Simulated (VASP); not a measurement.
A run of VASP 6.6.1 is set up as follows.

Contents of INCAR:

```
PREC     = Accurate       # precision mode
ENCUT    = 600            # plane-wave cutoff, eV
EDIFF    = 1E-6           # SCF threshold, eV
ISMEAR   = -1             # smearing method
SIGMA    = 0.05           # smearing width, eV
LREAL    = F              # projectors in reciprocal space
LASPH    = T              # aspherical terms in the spheres
NELM     = 100            # most SCF steps
ALGO     = Normal         # electronic algorithm
ISIF     = 3              # what is computed and relaxed
LWAVE    = F              # write WAVECAR
LCHARG   = F              # write CHGCAR
GGA      = PE             # functional
IBRION   = 2              # ionic algorithm
NSW      = 60             # ionic steps
EDIFFG   = -0.005         # ionic threshold
PSTRESS  = 140.0
```

File KPOINTS:

```
regular mesh
0
Gamma
  14 14 14
```

The input POSCAR:

```
CoSi
1.0
    2.8076984424      0.0000000000      0.0000000000
    0.0000000000      2.8076984424      0.0000000000
    0.0000000000      0.0000000000      2.8076984424
Co Si
1 1
Direct
    0.0000000000      0.0000000000      0.0000000000
    0.5000000000      0.5000000000      0.5000000000
```

Potentials or basis: VASP PAW PBE potentials, release 64 (Co, Si).

Launch:

```console
$ cat potpaw_PBE.64/Co/POTCAR potpaw_PBE.64/Si/POTCAR > POTCAR
$ mpirun -np 1 vasp_std > vasp.out
```

Predict the relaxed volume.

10.12 Å³/atom.

Estimate the relaxed cell.

a = 2.726 Å, b = 2.726 Å, c = 2.726 Å, α = 90.00°, β = 90.00°, γ = 90.00°.

Estimate the space group after relaxing (to 0.05 Å).

Pm-3m (No. 221).

Step by step:
```
step  energy change (eV)  largest force (eV/Å)  pressure (GPa)  volume (Å³)
   1              0.0000                0.0000           -6.28        22.13
   2              0.5227                0.0000           57.94        17.94
   3              0.0313                0.0000           13.10        20.31
   4              0.0360                0.0000           13.90        20.26
   5              0.0392                0.0000           14.33        20.22
   6              0.0344                0.0000           13.72        20.28
   7              0.0370                0.0000           14.00        20.25
```

Caveat: the cell is relaxed towards a set pressure, so the enthalpy falls and the energy may rise. Spin polarisation is off, so any magnetic state and its effect on volume and gap are missing.
